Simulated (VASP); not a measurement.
# AlNi in VASP: further runs

AlNi is run at these levels: r2SCAN; tasks: relaxation of cell and atoms, relaxation of shape and atoms at fixed volume.

Everything below comes from runs of VASP 6.6.1. Logs are shortened: lines on timing, memory, paths and dates and some standing lists are left out, and cuts for length are marked.

### 1 The cell of the first run

The typed cell holds 2 atoms: a = 2.878 Å, b = 2.878 Å, c = 2.888 Å, α = 90.00°, β = 90.00°, γ = 89.99°.

### 2 Relaxation of cell and atoms, r2SCAN, target pressure -2 GPa, at which the enthalpy is minimised

POSCAR reads:

```
AlNi
1.0
    2.0352790390     -2.0350573852      0.0000000000
    2.0352790390      2.0350573852      0.0000000000
    0.0000000000      0.0000000000      2.8883119455
Al Ni
1 1
Direct
    0.0000000000      0.0000000000      0.0000000000
    0.5000000000      0.5000000000      0.5000000000
```

INCAR.step1 reads:

```
SYSTEM = AlNi
ALGO = Normal
EDIFF = 1E-4
ENCUT = 600
GGA = PE
ISMEAR = 0
LASPH = .TRUE.
LCHARG = .FALSE.
LREAL = .FALSE.
LWAVE = .TRUE.
NELM = 60
PREC = Accurate
SIGMA = 0.1
```

INCAR.step2 reads:

```
SYSTEM = AlNi
ALGO = Normal
EDIFF = 1E-6
EDIFFG = -0.008
ENCUT = 600
IBRION = 2
ISIF = 3
ISMEAR = 0
ISTART = 1
LASPH = .TRUE.
LCHARG = .FALSE.
LMIXTAU = .TRUE.
LREAL = .FALSE.
LWAVE = .FALSE.
METAGGA = R2SCAN
NELM = 60
NSW = 70
PREC = Accurate
PSTRESS = -20.0
SIGMA = 0.1
```

KPOINTS reads:

```
k-points
0
G
  16 16 14
  0 0 0
```

Potentials or basis: VASP PAW PBE potentials, release 64 (Al, Ni).

Run with:

```
$ cat potpaw_PBE.64/Al/POTCAR potpaw_PBE.64/Ni/POTCAR > POTCAR
$ cp INCAR.step1 INCAR
$ mpirun -np 1 vasp_std > vasp.out
$ cp INCAR.step2 INCAR
$ mpirun -np 1 vasp_std > vasp.out
```

OUTCAR:

```text
SYSTEM = AlNi
   EDIFF = 1E-6
   EDIFFG = -0.008
   ENCUT = 600
   IBRION = 2
   ISIF = 3
   ISMEAR = 0
   ISTART = 1
   LASPH = .TRUE.
   LREAL = .FALSE.
   METAGGA = R2SCAN
   NELM = 60
   NSW = 70
   PREC = Accurate
   PSTRESS = -20.0

 ion  position               nearest neighbor table
   1  0.000  0.000  0.000-   2 2.50   2 2.50   2 2.50   2 2.50   2 2.50   2 2.50   2 2.50   2 2.50

   2  0.500  0.500  0.500-   1 2.50   1 2.50   1 2.50   1 2.50   1 2.50   1 2.50   1 2.50   1 2.50

  LATTYP: Found a base centered orthorhombic cell.
 ALAT       =     4.0701147704
 B/A-ratio  =     1.0001089177
 C/A-ratio  =     0.7096389435

  Lattice vectors:

 A1 = (  -2.0352790390,  -2.0350573852,   0.0000000000)
 A2 = (   2.0352790390,  -2.0350573852,   0.0000000000)
 A3 = (   0.0000000000,   0.0000000000,   2.8883119455)

Analysis of symmetry for initial positions (statically):
=====================================================================
 Subroutine PRICEL returns:
 Original cell was already a primitive cell.

 Routine SETGRP: Setting up the symmetry group for a
 base centered orthorhombic supercell.

 Subroutine GETGRP returns: Found  8 space group operations
 (whereof  8 operations were pure point group operations)
 out of a pool of  8 trial point group operations.

The static configuration has the point symmetry D_2h.

Analysis of symmetry for dynamics (positions and initial velocities):
=====================================================================
 Subroutine PRICEL returns:
 Original cell was already a primitive cell.

 Routine SETGRP: Setting up the symmetry group for a
 base centered orthorhombic supercell.

 Subroutine GETGRP returns: Found  8 space group operations
 (whereof  8 operations were pure point group operations)
 out of a pool of  8 trial point group operations.

The dynamic configuration has the point symmetry D_2h.

 Subroutine INISYM returns: Found  8 space group operations
 (whereof  8 operations are pure point group operations),
 and found     1 'primitive' translations

----------------------------------------------------------------------------------------

                                     Primitive cell

  volume of cell :      23.9263

  direct lattice vectors                    reciprocal lattice vectors
     2.035279039 -2.035057385  0.000000000     0.245666560 -0.245693317  0.000000000
     2.035279039  2.035057385  0.000000000     0.245666560  0.245693317  0.000000000
     0.000000000  0.000000000  2.888311945     0.000000000  0.000000000  0.346222991

  length of vectors
     2.878162492  2.878162492  2.888311945     0.347443902  0.347443902  0.346222991

  position of ions in fractional coordinates (direct lattice)
     0.000000000  0.000000000  0.000000000
     0.500000000  0.500000000  0.500000000

  ion indices of the primitive-cell ions
   primitive index   ion index
                 1           1
                 2           2

----------------------------------------------------------------------------------------

 KPOINTS: k-points

Automatic generation of k-mesh.
 Grid dimensions read from file:
 generate k-points for:   16   16   14

 Generating k-lattice:

  Cartesian coordinates                     Fractional coordinates (reciprocal lattice)
     0.015354160 -0.015355832  0.000000000     0.062500000 -0.000000000  0.000000000
     0.015354160  0.015355832  0.000000000    -0.000000000  0.062500000  0.000000000
     0.000000000  0.000000000  0.024730214     0.000000000  0.000000000  0.071428571

  Length of vectors
     0.021715244  0.021715244  0.024730214

  Shift w.r.t. Gamma in fractional coordinates (k-lattice)
     0.000000000  0.000000000  0.000000000

 Subroutine IBZKPT returns following result:
 ===========================================

 Found    584 irreducible k-points:

 Following reciprocal coordinates:
            Coordinates               Weight
  0.000000  0.000000  0.000000      1.000000
  0.062500  0.000000  0.000000      4.000000
  0.125000  0.000000  0.000000      4.000000
  0.187500  0.000000  0.000000      4.000000
  0.250000  0.000000  0.000000      4.000000
  0.312500 -0.000000  0.000000      4.000000
[... 16 lines left out ...]
 -0.125000  0.062500  0.000000      4.000000
 -0.062500  0.062500  0.000000      2.000000
 [... further k-points ...]
   k-points           NKPTS =    584   k-points in BZ     NKDIM =    584   number of bands    NBANDS=     10
   number of dos      NEDOS =    301   number of ions     NIONS =      2
   total plane-waves  NPLWV =  13824
   dimension x,y,z NGX =    24 NGY =   24 NGZ =   24
   dimension x,y,z NGXF=    48 NGYF=   48 NGZF=   48
   ions per type =               1   1
   NGX,Y,Z   is equivalent  to a cutoff of  13.86, 13.86, 13.81 a.u.
   NGXF,Y,Z  is equivalent  to a cutoff of  27.73, 27.73, 27.63 a.u.
 SYSTEM =  AlNi
   PREC   = accura    normal or accurate (medium, high low for compatibility)
   ISTART =      1    job   : 0-new  1-cont  2-samecut
   ICHARG =      0    charge: 1-file 2-atom 10-const
   ISPIN  =      1    spin polarized calculation?
   LNONCOLLINEAR =      F non collinear calculations
   LSORBIT =      F    spin-orbit coupling
   LASPH  =      T    aspherical Exc in radial PAW
   ENCUT  =  600.0 eV  44.10 Ry    6.64 a.u.   5.75  5.75  5.77*2*pi/ulx,y,z
   NELM   =     60;   NELMIN=  2; NELMDL=  0     # of ELM steps
   EDIFF  = 0.1E-05   stopping-criterion for ELM
   LREAL  =      F    real-space projection
   EDIFFG = -.8E-02   stopping-criterion for IOM
   NSW    =     70    number of steps for IOM
   IBRION =      2    ionic relax: 0-MD 1-quasi-New 2-CG
   NFREE  =      1    steps in history (QN), initial steepest desc. (CG)
   ISIF   =      3    stress and relaxation
   ISYM   =      2    0-nonsym 1-usesym 2-fastsym
   POTIM  = 0.5000    time-step for ionic-motion
   TEBEG  =    0.0;   TEEND  =   0.0 temperature during run
   PSTRESS=  -20.0 pullay stress
   NELECT =      13.0000    total number of electrons
   NUPDOWN=      -1.0000    fix difference up-down
   EMIN   =  10.00;   EMAX   =-10.00  energy-range for DOS
   EFERMI =   0.00;   METHOD = LEGACY
   ISMEAR =     0;   SIGMA  =   0.10  broadening in eV -4-tet -1-fermi 0-gaus
   EFERMI_NEDOS =   21; number of points for ismear=-14 and -15
   IALGO  =     38    algorithm
   IMIX   =      4    mixing-type and parameters
     AMIX     =   0.40;   BMIX     =  1.00
     AMIX_MAG =   1.60;   BMIX_MAG =  1.00
  volume/ion in A,a.u.               =      11.96        80.73
  Fermi-wavevector in a.u.,A,eV,Ry     =   1.335871  2.524429 24.280279  1.784550
  Thomas-Fermi vector in A             =   2.464541
   LORBIT       =      0    0 simple, 1 ext, 2 COOP (PROOUT), +10 PAW based schemes
   METAGGA = R2SCAN    functional components
   LHFCALC =     F    Hartree Fock is set to
   AEXX    =    0.0000 exact exchange contribution
   IVDW    =     0    specifies the selected vdW correction
   LEPSILON=     F    determine dielectric tensor
   LRPA    =     F    only Hartree local field effects (RPA)
 conjugate gradient relaxation of ions
 non-spin polarized calculation
 Gauss-broadening in eV      SIGMA  =   0.10
  energy-cutoff  :      600.00
  volume of cell :       23.93
 maximum number of plane-waves:       840
   NGX = 11   NGY = 11   NGZ = 11

--------------------------------------- Ionic step        1  -------------------------------------------

 number of electron      13.0000015 magnetization

 Free energy of the ion-electron system (eV)
  ---------------------------------------------------
  ext. energy  EPLUGINS =         0.00000000
  ---------------------------------------------------
  free energy    TOTEN  =       -20.06557309 eV

  energy without entropy =      -20.06198463  energy(sigma->0) =      -20.06377886

------------------------ aborting loop because EDIFF is reached ----------------------------------------

  FORCE on cell =-STRESS in cart. coord.  units (eV):
  Direction    XX          YY          ZZ          XY          YZ          ZX
  --------------------------------------------------------------------------------------
  -------------------------------------------------------------------------------------
  Total       -0.5455859     -0.5414622     -0.5441493     -0.0000000      0.0000000      0.0000000
  in kB      -36.5341504    -36.2580162    -36.4379509     -0.0000000      0.0000000      0.0000000
  external PRESSURE =     -16.4100392 kB  Pullay stress =     -20.0000000 kB

 VOLUME and BASIS-vectors are now :
 -----------------------------------------------------------------------------
  energy-cutoff  :      600.00
  volume of cell :       23.93
      direct lattice vectors                 reciprocal lattice vectors
     2.035279039 -2.035057385  0.000000000     0.245666560 -0.245693317  0.000000000
     2.035279039  2.035057385  0.000000000     0.245666560  0.245693317  0.000000000
     0.000000000  0.000000000  2.888311945     0.000000000  0.000000000  0.346222991
[... 8 lines left out ...]
  FREE ENERGIE OF THE ION-ELECTRON SYSTEM (eV)
  ---------------------------------------------------
  free  energy   TOTEN  =       -20.0655730888 eV

  energy  without entropy=      -20.0619846262  energy(sigma->0) =      -20.06377886

  enthalpy is  TOTEN    =       -20.3642448241 eV   P V=       -0.2986717354

--------------------------------------- Ionic step        2  -------------------------------------------

 number of electron      13.0000012 magnetization

 E-fermi :  10.1025     XC(G=0): -13.1040

 val. band max:       10.1021577573   @ k =  -0.4375   0.3125   0.5000
 cond. band min:      10.1264397936   @ k =  -0.4375   0.2500   0.4286
 fundamental gap:      0.0242820362
 Fermi energy:        10.1024876464

 k-point     1 :       0.0000    0.0000    0.0000
  band No.  band energies     occupation
      1      -1.7289      2.00000
      2       6.6865      2.00000
      3       6.6898      2.00000
      4       8.4786      2.00000
      5       8.4786      2.00000
      6       8.4858      2.00000
      7      15.9954      0.00000
      8      16.1308      0.00000
      9      16.1308      0.00000
     10      18.5520      0.00000

 k-point     2 :       0.0625    0.0000    0.0000
  band No.  band energies     occupation
      1      -1.6520      2.00000
      2       6.6826      2.00000
      3       6.7064      2.00000
      4       8.4449      2.00000
      5       8.4527      2.00000
      6       8.4821      2.00000
      7      15.2321      0.00000
      8      16.0966      0.00000
      9      16.2313      0.00000
     10      18.5658      0.00000
[... 315 lines left out ...]
  FREE ENERGIE OF THE ION-ELECTRON SYSTEM (eV)
  ---------------------------------------------------
  free  energy   TOTEN  =       -20.0710409601 eV

  energy  without entropy=      -20.0674815736  energy(sigma->0) =      -20.06926127

  enthalpy is  TOTEN    =       -20.3644474253 eV   P V=       -0.2934064652

--------------------------------------- Ionic step        3  -------------------------------------------

 number of electron      13.0000014 magnetization

 Free energy of the ion-electron system (eV)
  ---------------------------------------------------
  ext. energy  EPLUGINS =         0.00000000
  ---------------------------------------------------
  free energy    TOTEN  =       -20.06937935 eV

  energy without entropy =      -20.06580694  energy(sigma->0) =      -20.06759314

 E-fermi :   9.9878     XC(G=0): -13.0583

 val. band max:        9.9780015401   @ k =   0.2500   0.0625   0.3571
 cond. band min:       9.9927219220   @ k =   0.4375   0.3125   0.5000
 fundamental gap:      0.0147203820
 Fermi energy:         9.9878357719

 k-point     1 :       0.0000    0.0000    0.0000
  band No.  band energies     occupation
      1      -1.7783      2.00000
      2       6.6155      2.00000
      3       6.6186      2.00000
      4       8.3825      2.00000
      5       8.3827      2.00000
      6       8.3896      2.00000
      7      15.8417      0.00000
      8      15.9763      0.00000
      9      15.9767      0.00000
     10      18.4078      0.00000

 k-point     2 :       0.0625    0.0000    0.0000
  band No.  band energies     occupation
      1      -1.7019      2.00000
      2       6.6113      2.00000
      3       6.6350      2.00000
      4       8.3493      2.00000
      5       8.3569      2.00000
      6       8.3861      2.00000
      7      15.0845      0.00000
      8      15.9423      0.00000
      9      16.0764      0.00000
     10      18.4221      0.00000
[... 308 lines left out ...]
 POSITION                                       TOTAL-FORCE (eV/Angst)
 -----------------------------------------------------------------------------------
      0.00000     -0.00000      0.00000         0.000000      0.000000      0.000000
      2.02904      0.00000      1.43976        -0.000000      0.000000      0.000000
 -----------------------------------------------------------------------------------
    total drift:                                0.000000     -0.000000     -0.000000

  FREE ENERGIE OF THE ION-ELECTRON SYSTEM (eV)
  ---------------------------------------------------
  free  energy   TOTEN  =       -20.0693793489 eV

  energy  without entropy=      -20.0658069381  energy(sigma->0) =      -20.06759314

  enthalpy is  TOTEN    =       -20.3653343618 eV   P V=       -0.2959550129

 reached required accuracy - stopping structural energy minimisation
```

Wall time 32 min (1 thread of AMD EPYC 9755, shared host); peak memory 0.3 GiB.

What came out:

| Quantity | Value |
| --- | --- |
| Free energy | -20.0694 eV |
| Relaxed volume | 11.85 Å³/atom |
| Relaxed cell | a = 2.869 Å, b = 2.869 Å, c = 2.880 Å, α = 90.00°, β = 90.00°, γ = 90.00° |
| Space group after relaxing (to 0.1 Å) | Pm-3m (No. 221) |
| Energy change on relaxing (the run minimises the enthalpy) | -1.9 meV/atom |
| Ionic steps | 3 |
| Pressure after relaxing | -2.0 GPa |
| Band gap on the k mesh | zero (an odd number of electrons rules out a gap without spin polarisation) |

The path:
```tsv
step	energy change (eV)	largest force (eV/Å)	pressure (GPa)	volume (Å³)
1	0.0000	0.0000	-3.64	23.93
2	-0.0055	0.0000	-0.62	23.50
3	-0.0038	0.0000	-2.04	23.71
```

Final structure:
```
CELL_PARAMETERS angstrom
2.02904 -2.02893 0.00000
2.02904 2.02893 0.00000
0.00000 0.00000 2.87951
ATOMIC_POSITIONS crystal
Al 0.00000 0.00000 0.00000
Ni 0.50000 0.50000 0.50000
```

Levels at points of the mesh, in eV from the Fermi level:
| k point | band 4 | band 5 | band 6 | band 7 | band 8 | band 9 | band 10 |
| --- | --- | --- | --- | --- | --- | --- | --- |
| (0.00, 0.00, 0.00) | -1.61 | -1.61 | -1.60 | 5.85 | 5.99 | 5.99 | 8.42 |
| (0.50, 0.00, 0.00) | -2.35 | -2.33 | -1.51 | -0.63 | 8.67 | 10.53 | 10.66 |
| (0.50, 0.50, 0.00) | -3.09 | -2.17 | -2.17 | -1.02 | 1.64 | 2.78 | 13.33 |
| (0.00, 0.00, 0.50) | -2.33 | -2.33 | -1.51 | -0.65 | 8.67 | 10.64 | 10.64 |
| (0.50, 0.00, 0.50) | -3.11 | -2.16 | -2.16 | -1.03 | 1.61 | 2.75 | 13.43 |
| (0.50, 0.50, 0.50) | -1.00 | -0.99 | 2.04 | 2.05 | 2.05 | 4.56 | 4.67 |

Caveat: the cell is relaxed towards a set pressure, so the run minimises the enthalpy, not the energy; the PAW data sets were made with another functional, which shifts forces and pressure a little. Spin polarisation is off, so any magnetic state and its effect on volume and gap are missing.

[end of part 1 of 2]
